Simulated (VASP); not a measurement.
Here is a VASP 6.6.1 calculation.

File INCAR:

```
PREC     = Accurate       # precision mode
ENCUT    = 520            # plane-wave cutoff, eV
EDIFF    = 1E-6           # SCF threshold, eV
ISMEAR   = 0              # smearing method
SIGMA    = 0.03           # smearing width, eV
LREAL    = False          # projectors in reciprocal space
LASPH    = True           # aspherical terms in the spheres
NELM     = 100            # most SCF steps
ALGO     = Normal         # electronic algorithm
ISIF     = 2              # what is computed and relaxed
LWAVE    = False          # write WAVECAR
LCHARG   = True           # write CHGCAR
GGA      = PE             # functional
LELF     = True           # ELF
LVHAR    = True         
NBANDS   = 39             # bands
```

Contents of KPOINTS:

```
Automatic mesh
0
Gamma
  12 12 2
```

The input POSCAR:

```
GeSb4Te4
1.0
    4.3299847595      0.0000000000      0.0000000000
   -2.1649923797      3.7498767997      0.0000000000
    0.0000000000      0.0000000000     17.6486084329
Ge Sb Te
1 4 4
Direct
    0.0000000000      0.0000000000      0.0000000000
    0.3333333333      0.6666666667      0.5440991995
    0.6666666667      0.3333333333      0.4559008005
    0.6666666667      0.3333333333      0.7907683463
    0.3333333333      0.6666666667      0.2092316537
    0.3333333333      0.6666666667      0.9045184749
    0.6666666667      0.3333333333      0.0954815251
    0.0000000000      0.0000000000      0.6939667076
    0.0000000000      0.0000000000      0.3060332924
```

Potentials or basis: VASP PAW PBE potentials, release 64 (Ge_d, Sb, Te).

The run is started by

```sh
$ cat potpaw_PBE.64/Ge_d/POTCAR potpaw_PBE.64/Sb/POTCAR potpaw_PBE.64/Te/POTCAR > POTCAR
$ mpirun -np 1 vasp_std > vasp.out
```

Estimate the largest force.

0.053 eV/Å.

Estimate the band gap on the k mesh.

0.07 eV, indirect (least direct gap 0.08 eV).

What does it give for the pressure?

0.0 GPa.

Forces on the atoms (eV/Å):
```
Ge   0.000  0.000  0.000
Sb   0.000  0.000  0.053
Sb   0.000  0.000 -0.053
Sb   0.000  0.000  0.017
Sb   0.000  0.000 -0.017
Te   0.000  0.000 -0.009
Te   0.000  0.000  0.009
Te   0.000  0.000 -0.018
Te   0.000  0.000  0.018
```

Caveat: spin-orbit coupling is left out, which moves the levels of the heavy elements. A k mesh can miss the band edges.
